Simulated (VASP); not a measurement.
# TaN (Fm-3m) in VASP: a series of runs

TaN is run at these levels: PBE; tasks: single point.

Everything below comes from runs of VASP 6.6.1. Logs are shortened: lines on timing, memory, paths and dates and some standing lists are left out, and cuts for length are marked.

## Step 1: The cell of the first run

Symmetry: Fm-3m, No. 225, cubic system. The conventional cell has a = 4.387 Å, b = 4.387 Å, c = 4.387 Å, α = 90.00°, β = 90.00°, γ = 90.00°. Within 2.9 Å of Ta (site symmetry m-3m) lie 6 N at 2.19 Å. N (site symmetry m-3m) has 6 Ta at 2.19 Å within 2.9 Å.

## Step 2: Single point, PBE (volume scaled by 1.02)

Contents of INCAR:

```
ALGO = Normal ; EDIFF = 1E-6
ENCUT = 520 ; GGA = PE
ISIF = 2 ; ISMEAR = -1
LASPH = True ; LCHARG = False
LREAL = False ; LWAVE = False
NBANDS = 15 ; NELM = 80
PREC = Accurate ; SIGMA = 0.02
```

Contents of KPOINTS:

```
k-points
0
Gamma
  9 9 9
```

Contents of POSCAR:

```
TaN
1.0
    0.0000000000      2.1934308841      2.1934308841
    2.1934308841      0.0000000000      2.1934308841
    2.1934308841      2.1934308841      0.0000000000
Ta N
1 1
Direct
    0.5000000000      0.5000000000      0.5000000000
    0.0000000000      0.0000000000      0.0000000000
```

Potentials or basis: VASP PAW PBE potentials, release 64 (Ta_pv, N).

Launch:

```sh
cat potpaw_PBE.64/Ta_pv/POTCAR potpaw_PBE.64/N/POTCAR > POTCAR
mpirun -np 1 vasp_std > vasp.out
```

OUTCAR:

```text
EDIFF = 1E-6
   ENCUT = 520
   GGA = PE
   ISIF = 2
   ISMEAR = -1
   LASPH = True
   LREAL = False
   NELM = 80
   PREC = Accurate

 ion  position               nearest neighbor table
   1  0.500  0.500  0.500-   2 2.19   2 2.19   2 2.19   2 2.19   2 2.19   2 2.19
   2  0.000  0.000  0.000-   1 2.19   1 2.19   1 2.19   1 2.19   1 2.19   1 2.19

  LATTYP: Found a face centered cubic cell.
 ALAT       =     4.3868617682

  Lattice vectors:

 A1 = (   0.0000000000,   2.1934308841,   2.1934308841)
 A2 = (   2.1934308841,   0.0000000000,   2.1934308841)
 A3 = (   2.1934308841,   2.1934308841,   0.0000000000)

Analysis of symmetry for initial positions (statically):
=====================================================================
 Subroutine PRICEL returns:
 Original cell was already a primitive cell.

 Routine SETGRP: Setting up the symmetry group for a
 face centered cubic supercell.

 Subroutine GETGRP returns: Found 48 space group operations
 (whereof 48 operations were pure point group operations)
 out of a pool of 48 trial point group operations.

The static configuration has the point symmetry O_h .

Analysis of symmetry for dynamics (positions and initial velocities):
=====================================================================
 Subroutine PRICEL returns:
 Original cell was already a primitive cell.

 Routine SETGRP: Setting up the symmetry group for a
 face centered cubic supercell.

 Subroutine GETGRP returns: Found 48 space group operations
 (whereof 48 operations were pure point group operations)
 out of a pool of 48 trial point group operations.

The dynamic configuration has the point symmetry O_h .

 Subroutine INISYM returns: Found 48 space group operations
 (whereof 48 operations are pure point group operations),
 and found     1 'primitive' translations

----------------------------------------------------------------------------------------

                                     Primitive cell

  volume of cell :      21.1058

  direct lattice vectors                    reciprocal lattice vectors
     0.000000000  2.193430884  2.193430884    -0.227953387  0.227953387  0.227953387
     2.193430884  0.000000000  2.193430884     0.227953387 -0.227953387  0.227953387
     2.193430884  2.193430884  0.000000000     0.227953387  0.227953387 -0.227953387

  length of vectors
     3.101979704  3.101979704  3.101979704     0.394826849  0.394826849  0.394826849

  position of ions in fractional coordinates (direct lattice)
     0.500000000  0.500000000  0.500000000
     0.000000000  0.000000000  0.000000000

  ion indices of the primitive-cell ions
   primitive index   ion index
                 1           1
                 2           2

----------------------------------------------------------------------------------------

 KPOINTS: k-points

Automatic generation of k-mesh.
 Grid dimensions read from file:
 generate k-points for:    9    9    9

 Generating k-lattice:

  Cartesian coordinates                     Fractional coordinates (reciprocal lattice)
    -0.025328154  0.025328154  0.025328154     0.111111111  0.000000000  0.000000000
     0.025328154 -0.025328154  0.025328154     0.000000000  0.111111111  0.000000000
     0.025328154  0.025328154 -0.025328154     0.000000000  0.000000000  0.111111111

  Length of vectors
     0.043869650  0.043869650  0.043869650

  Shift w.r.t. Gamma in fractional coordinates (k-lattice)
     0.000000000  0.000000000  0.000000000

 Subroutine IBZKPT returns following result:
 ===========================================

 Found     35 irreducible k-points:

 Following reciprocal coordinates:
            Coordinates               Weight
  0.000000  0.000000  0.000000      1.000000
  0.111111  0.000000  0.000000      8.000000
  0.222222  0.000000  0.000000      8.000000
  0.333333  0.000000  0.000000      8.000000
  0.444444  0.000000  0.000000      8.000000
  0.111111  0.111111  0.000000      6.000000
[... 16 lines left out ...]
 -0.333333  0.333333  0.000000     12.000000
  0.444444  0.444444  0.000000      6.000000
 [... further k-points ...]
   k-points           NKPTS =     35   k-points in BZ     NKDIM =     35   number of bands    NBANDS=     15
   number of dos      NEDOS =    301   number of ions     NIONS =      2
   total plane-waves  NPLWV =  13824
   dimension x,y,z NGX =    24 NGY =   24 NGZ =   24
   dimension x,y,z NGXF=    48 NGYF=   48 NGZF=   48
   ions per type =               1   1
   NGX,Y,Z   is equivalent  to a cutoff of  12.86, 12.86, 12.86 a.u.
   NGXF,Y,Z  is equivalent  to a cutoff of  25.72, 25.72, 25.72 a.u.
 SYSTEM =  unknown system
   PREC   = accura    normal or accurate (medium, high low for compatibility)
   ISTART =      0    job   : 0-new  1-cont  2-samecut
   ICHARG =      2    charge: 1-file 2-atom 10-const
   ISPIN  =      1    spin polarized calculation?
   LNONCOLLINEAR =      F non collinear calculations
   LSORBIT =      F    spin-orbit coupling
   LASPH  =      T    aspherical Exc in radial PAW
   ENCUT  =  520.0 eV  38.22 Ry    6.18 a.u.   5.77  5.77  5.77*2*pi/ulx,y,z
   NELM   =     80;   NELMIN=  2; NELMDL= -5     # of ELM steps
   EDIFF  = 0.1E-05   stopping-criterion for ELM
   LREAL  =      F    real-space projection
   EDIFFG = 0.1E-04   stopping-criterion for IOM
   NSW    =      0    number of steps for IOM
   IBRION =     -1    ionic relax: 0-MD 1-quasi-New 2-CG
   NFREE  =      0    steps in history (QN), initial steepest desc. (CG)
   ISIF   =      2    stress and relaxation
   ISYM   =      2    0-nonsym 1-usesym 2-fastsym
   POTIM  = 0.5000    time-step for ionic-motion
   TEBEG  =    0.0;   TEEND  =   0.0 temperature during run
   PSTRESS=    0.0 pullay stress
   NELECT =      16.0000    total number of electrons
   NUPDOWN=      -1.0000    fix difference up-down
   EMIN   =  10.00;   EMAX   =-10.00  energy-range for DOS
   EFERMI =   0.00;   METHOD = LEGACY
   ISMEAR =    -1;   SIGMA  =   0.02  broadening in eV -4-tet -1-fermi 0-gaus
   EFERMI_NEDOS =   21; number of points for ismear=-14 and -15
   IALGO  =     38    algorithm
   IMIX   =      4    mixing-type and parameters
     AMIX     =   0.40;   BMIX     =  1.00
     AMIX_MAG =   1.60;   BMIX_MAG =  1.00
  volume/ion in A,a.u.               =      10.55        71.21
  Fermi-wavevector in a.u.,A,eV,Ry     =   1.492729  2.820848 30.317030  2.228239
  Thomas-Fermi vector in A             =   2.605220
   LORBIT       =      0    0 simple, 1 ext, 2 COOP (PROOUT), +10 PAW based schemes
   GGA     = PE    functional components
   LHFCALC =     F    Hartree Fock is set to
   AEXX    =    0.0000 exact exchange contribution
   IVDW    =     0    specifies the selected vdW correction
   LEPSILON=     F    determine dielectric tensor
   LRPA    =     F    only Hartree local field effects (RPA)
 non-spin polarized calculation
  energy-cutoff  :      520.00
  volume of cell :       21.11
 maximum number of plane-waves:       577
   NGX = 11   NGY = 11   NGZ = 11

 number of electron      16.0000002 magnetization

 Free energy of the ion-electron system (eV)
  ---------------------------------------------------
  ext. energy  EPLUGINS =         0.00000000
  ---------------------------------------------------
  free energy    TOTEN  =       -21.81689466 eV

  energy without entropy =      -21.81578074  energy(sigma->0) =      -21.81633770

 E-fermi :   9.5331     XC(G=0): -13.4801

 val. band max:        9.4241495857   @ k =  -0.4444   0.2222   0.1111
 cond. band min:       9.5662492477   @ k =  -0.2222   0.2222   0.0000
 fundamental gap:      0.1420996620
 Fermi energy:         9.5330520452

 k-point     1 :       0.0000    0.0000    0.0000
  band No.  band energies     occupation
      1     -26.1382      2.00000
      2     -26.1382      2.00000
      3     -26.1382      2.00000
      4      -9.2943      2.00000
      5       5.7825      2.00000
      6       5.7825      2.00000
      7       5.7825      2.00000
      8       7.5031      2.00000
      9       7.5031      2.00000
     10       7.5031      2.00000
     11       9.6941      0.00064
     12       9.6941      0.00064
     13      11.2138      0.00000
     14      19.0384      0.00000
     15      22.0020      0.00000

 k-point     2 :       0.1111    0.0000    0.0000
  band No.  band energies     occupation
      1     -26.2485      2.00000
      2     -26.1483      2.00000
      3     -26.1483      2.00000
      4      -8.9957      2.00000
      5       4.4768      2.00000
      6       4.8967      2.00000
      7       4.8967      2.00000
      8       7.9367      2.00000
      9       7.9367      2.00000
     10       7.9974      2.00000
     11      10.8076      0.00000
     12      10.8076      0.00000
     13      12.0579      0.00000
     14      19.9411      0.00000
     15      22.0015      0.00000

 k-point     3 :       0.2222    0.0000    0.0000
  band No.  band energies     occupation
      1     -26.5175      2.00000
      2     -26.1735      2.00000
      3     -26.1735      2.00000
      4      -8.2001      2.00000
      5       2.4191      2.00000
      6       3.5807      2.00000
      7       3.5807      2.00000
      8       8.6410      2.00000
      9       8.9212      2.00000
     10       8.9212      2.00000
     11      12.9971      0.00000
     12      12.9971      0.00000
     13      13.6949      0.00000
     14      21.8158      0.00000
     15      22.0069      0.00000
[... 343 lines left out ...]
 k-point    23 :      -0.3333    0.3333    0.0000
  band No.  band energies     occupation
      1     -26.7156      2.00000
      2     -26.6692      2.00000
      3     -26.3125      2.00000
      4      -7.1033      2.00000
      5       1.0756      2.00000
      6       2.7558      2.00000
      7       2.8441      2.00000
      8       8.7794      2.00000
      9      11.5173      0.00000
     10      11.5457      0.00000
     11      13.7949      0.00000
     12      16.1029      0.00000
     13      19.1967      0.00000
     14      20.8500      0.00000
     15      20.8658      0.00000

 k-point    24 :       0.4444    0.4444    0.0000
  band No.  band energies     occupation
      1     -26.8624      2.00000
      2     -26.4204      2.00000
      3     -26.4204      2.00000
      4      -7.9974      2.00000
      5       2.7208      2.00000
      6       4.1842      2.00000
      7       4.9358      2.00000
      8       4.9358      2.00000
      9      11.6921      0.00000
     10      13.1627      0.00000
     11      13.1627      0.00000
     12      14.0966      0.00000
     13      16.8763      0.00000
     14      18.8776      0.00000
     15      22.0095      0.00000

 [... further k-points ...]
[... 5 lines left out ...]
  --------------------------------------------------------------------------------------
  -------------------------------------------------------------------------------------
  Total        1.0375621      1.0375621      1.0375621     -0.0000000     -0.0000000      0.0000000
  in kB       78.7631024     78.7631024     78.7631024     -0.0000000     -0.0000000      0.0000000
  external PRESSURE =      78.7631024 kB  Pullay stress =       0.0000000 kB

 VOLUME and BASIS-vectors are now :
 -----------------------------------------------------------------------------
  energy-cutoff  :      520.00
  volume of cell :       21.11
      direct lattice vectors                 reciprocal lattice vectors
     0.000000000  2.193430884  2.193430884    -0.227953387  0.227953387  0.227953387
     2.193430884  0.000000000  2.193430884     0.227953387 -0.227953387  0.227953387
     2.193430884  2.193430884  0.000000000     0.227953387  0.227953387 -0.227953387

 POSITION                                       TOTAL-FORCE (eV/Angst)
 -----------------------------------------------------------------------------------
      2.19343      2.19343      2.19343        -0.000000      0.000000      0.000000
      0.00000      0.00000      0.00000         0.000000     -0.000000     -0.000000
 -----------------------------------------------------------------------------------
    total drift:                                0.000000     -0.000000     -0.000000

  FREE ENERGIE OF THE ION-ELECTRON SYSTEM (eV)
  ---------------------------------------------------
  free  energy   TOTEN  =       -21.8168946573 eV

  energy  without entropy=      -21.8157807371  energy(sigma->0) =      -21.81633770
```

It took 29 s on 1 thread of AMD EPYC 7R13, shared host; peak memory 0.11 GiB.

Results:

```
Free energy            : -21.8169 eV
Pressure               : 7.9 GPa
Band gap on the k mesh : zero (band 8 reaches 11.20 eV, above the bottom of band 9 at 7.50 eV)
```

Levels at points of the mesh, in eV from the Fermi level:
| k point | band 5 | band 6 | band 7 | band 8 | band 9 | band 10 | band 11 | band 12 |
| --- | --- | --- | --- | --- | --- | --- | --- | --- |
| (0.00, 0.00, 0.00) | -3.75 | -3.75 | -3.75 | -2.03 | -2.03 | -2.03 | 0.16 | 0.16 |

Caveat: spin-orbit coupling is left out, which moves the levels of the heavy elements.

## Step 3: Single point, PBE (volume scaled by 1.06)

Contents of INCAR:

```
PREC = Accurate
ENCUT = 520
EDIFF = 1E-6
ISMEAR = -1
SIGMA = 0.02
LREAL = False
LASPH = True
NELM = 80
ALGO = Normal
ISIF = 2
LWAVE = False
LCHARG = False
GGA = PE
NBANDS = 15
```

Contents of KPOINTS:

```
regular mesh
0
Gamma
  9 9 9
```

Contents of POSCAR:

```
TaN
1.0
    0.0000000000      2.2217363401      2.2217363401
    2.2217363401      0.0000000000      2.2217363401
    2.2217363401      2.2217363401      0.0000000000
Ta N
1 1
Direct
    0.5000000000      0.5000000000      0.5000000000
    0.0000000000      0.0000000000      0.0000000000
```

Potentials or basis: VASP PAW PBE potentials, release 64 (Ta_pv, N).

Launch:

```sh
cat potpaw_PBE.64/Ta_pv/POTCAR potpaw_PBE.64/N/POTCAR > POTCAR
mpirun -np 1 vasp_std > vasp.out
```

It took 30 s on 1 thread of AMD EPYC 7R13, shared host; peak memory 0.11 GiB.

It converged, with:

```yaml
Free_energy: -21.8237 eV
Pressure: -5.0 GPa
Band_gap_on_the_k_mesh: zero (band 8 reaches 10.67 eV, above the bottom of band 9 at 7.17 eV)
```

Levels at points of the mesh, in eV from the Fermi level:
| k point | band 5 | band 6 | band 7 | band 8 | band 9 | band 10 | band 11 | band 12 |
| --- | --- | --- | --- | --- | --- | --- | --- | --- |
| (0.00, 0.00, 0.00) | -3.64 | -3.64 | -3.64 | -1.92 | -1.92 | -1.92 | 0.15 | 0.15 |

Caveat: spin-orbit coupling is left out, which moves the levels of the heavy elements.
